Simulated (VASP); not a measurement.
Here is a VASP 6.6.1 calculation.

File INCAR:

```
ALGO     = Normal         # electronic algorithm
EDIFF    = 1E-7           # SCF threshold, eV
EDIFFG   = -0.03          # ionic threshold
ENCUT    = 600            # plane-wave cutoff, eV
GGA      = PS             # functional
IBRION   = 2              # ionic algorithm
ISIF     = 8              # what is computed and relaxed
ISMEAR   = -1             # smearing method
ISYM     = 0            
LASPH    = True           # aspherical terms in the spheres
LCHARG   = False          # write CHGCAR
LREAL    = Auto         
LWAVE    = False          # write WAVECAR
NELM     = 100            # most SCF steps
NSW      = 100            # ionic steps
PREC     = Accurate       # precision mode
SIGMA    = 0.05           # smearing width, eV
```

Contents of KPOINTS:

```
Automatic mesh
0
Gamma
  1 1 1
  0.25 0.25 0.25
```

The input POSCAR:

```
Ba8Hf5Zr3O24
1.0
    8.3329610000      0.0000000000      0.0000000000
    0.0000000000      8.3329610000      0.0000000000
    0.0000000000      0.0000000000      8.3329610000
Ba Hf Zr O
8 5 3 24
Direct
    0.0012170000      0.9996660000      0.0001110000
    0.0016160000      0.0006780000      0.5012010000
    0.0015990000      0.5015550000      0.9963680000
    0.9951900000      0.4951180000      0.5020320000
    0.4997490000      0.9999040000      0.0027300000
    0.5008120000      0.0006430000      0.5041220000
    0.5054650000      0.4986330000      0.9984220000
    0.5025400000      0.4960460000      0.5021510000
    0.2500380000      0.2495120000      0.2501070000
    0.2493330000      0.7508980000      0.2497030000
    0.7505520000      0.2518860000      0.2511500000
    0.7500880000      0.2567580000      0.7503190000
    0.7518220000      0.7493860000      0.2494870000
    0.2512890000      0.2503910000      0.7510330000
    0.2480490000      0.7496610000      0.7479600000
    0.7438430000      0.7498450000      0.7482740000
    0.2460760000      0.2504690000      0.0004300000
    0.2488740000      0.2486650000      0.5014080000
    0.2501710000      0.7527190000      0.9968360000
    0.2490780000      0.7541340000      0.4993510000
    0.7541860000      0.2474210000      0.0035310000
    0.7491370000      0.2501230000      0.4995130000
    0.7469840000      0.7497400000      0.0002630000
    0.7496240000      0.7523010000      0.4948780000
    0.0021960000      0.2485660000      0.2500380000
    0.0034980000      0.2516080000      0.7448760000
    0.9993000000      0.7480530000      0.2476930000
    0.0018970000      0.7491090000      0.7484290000
    0.5004800000      0.2505360000      0.2544910000
    0.5037590000      0.2428240000      0.7531530000
    0.4979600000      0.7464940000      0.2510060000
    0.4999100000      0.7467770000      0.7478070000
    0.2479100000      0.9988140000      0.2521510000
    0.2490960000      0.0043850000      0.7485810000
    0.2479370000      0.5010870000      0.2495220000
    0.2533680000      0.4989030000      0.7529620000
    0.7470790000      0.0014900000      0.2490370000
    0.7487860000      0.0031080000      0.7476770000
    0.7508820000      0.5004240000      0.2489010000
    0.7506910000      0.5000490000      0.7520510000
```

Potentials or basis: VASP PAW PBE potentials, release 64 (Ba_sv, Hf_pv, Zr_sv, O).

Run with:

```sh
$ cat potpaw_PBE.64/Ba_sv/POTCAR potpaw_PBE.64/Hf_pv/POTCAR potpaw_PBE.64/Zr_sv/POTCAR potpaw_PBE.64/O/POTCAR > POTCAR
$ mpirun -np 1 vasp_std > vasp.out
```

What does it give for the band gap on the k mesh?

4.13 eV.

Forces on the atoms (eV/Å):
```
Ba   0.003  0.000  0.002
Ba   0.002  0.002 -0.011
Ba   0.005  0.009 -0.006
Ba  -0.003  0.005 -0.003
Ba  -0.005  0.000  0.005
Ba  -0.007  0.002 -0.004
Ba  -0.001  0.002  0.001
Ba   0.001  0.000  0.000
Hf  -0.005 -0.021 -0.003
Hf   0.008  0.010 -0.005
Hf   0.000 -0.013 -0.001
Hf  -0.020  0.007  0.003
Hf   0.000  0.000  0.008
Zr   0.012 -0.008  0.000
Zr  -0.003  0.000  0.007
Zr  -0.014 -0.006  0.001
O   -0.002  0.001 -0.007
O   -0.011 -0.001  0.002
O    0.005 -0.003 -0.008
O    0.003 -0.007  0.013
O   -0.002 -0.006  0.007
O   -0.001  0.000 -0.004
O    0.007  0.001  0.014
O    0.010  0.003 -0.009
O   -0.008  0.007 -0.012
O   -0.002  0.008 -0.014
O   -0.009  0.003  0.007
O    0.003  0.011  0.004
O    0.009  0.009  0.003
O    0.008 -0.005  0.001
O    0.018  0.002  0.013
O    0.001  0.001  0.005
O   -0.002 -0.001 -0.001
O   -0.010  0.003 -0.002
O    0.005 -0.004  0.002
O   -0.001 -0.004 -0.009
O    0.003 -0.004 -0.004
O   -0.003  0.003  0.003
O    0.004 -0.001  0.006
O    0.000 -0.005 -0.003
```

Caveat: the PAW data sets were made with another functional, which shifts forces and pressure a little; spin-orbit coupling is left out, which moves the levels of the heavy elements; a shifted mesh leaves out Γ, where band edges can lie. A k mesh can miss the band edges.
